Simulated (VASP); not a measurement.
Input of a VASP 6.6.1 run:

INCAR

```
SYSTEM = Ag
PREC = Accurate ; ENCUT = 520
EDIFF = 1E-7 ; ISMEAR = -1
SIGMA = 0.1 ; LREAL = .False.
LASPH = .True. ; NELM = 60
ALGO = Normal ; ISIF = 2
LWAVE = .False. ; LCHARG = .False.
NBANDS = 18
```

KPOINTS

```
regular mesh
0
Gamma
  14 14 8
  0 0 0
```

The input POSCAR:

```
Ag
1.0
   -1.5984723455      1.9392576929      1.4238474632
    1.9392576929     -1.5984723455      1.4238474632
    3.3391074259      3.3391074259     -0.7996984754
Ag
2
Direct
    0.0415862377      0.9584137623      1.0000000000
    0.7084137623      0.2915862377      0.5000000000
```

Potentials or basis: VASP PAW LDA potentials, release 64 (Ag).

Launch:

```console
$ cat potpaw_LDA.64/Ag/POTCAR > POTCAR
$ mpirun -np 1 vasp_std > vasp.out
```

Q: Estimate the band gap on the k mesh.

A: Zero (bands 11 and 12 overlap by 7.03 eV).

Q: Predict the pressure.

A: -8.2 GPa.

Stress tensor (GPa, compression positive):
```
-8.32 -0.55  0.13
-0.55 -8.32  0.13
 0.13  0.13 -7.81
```

Caveat: the cell stands under tension.
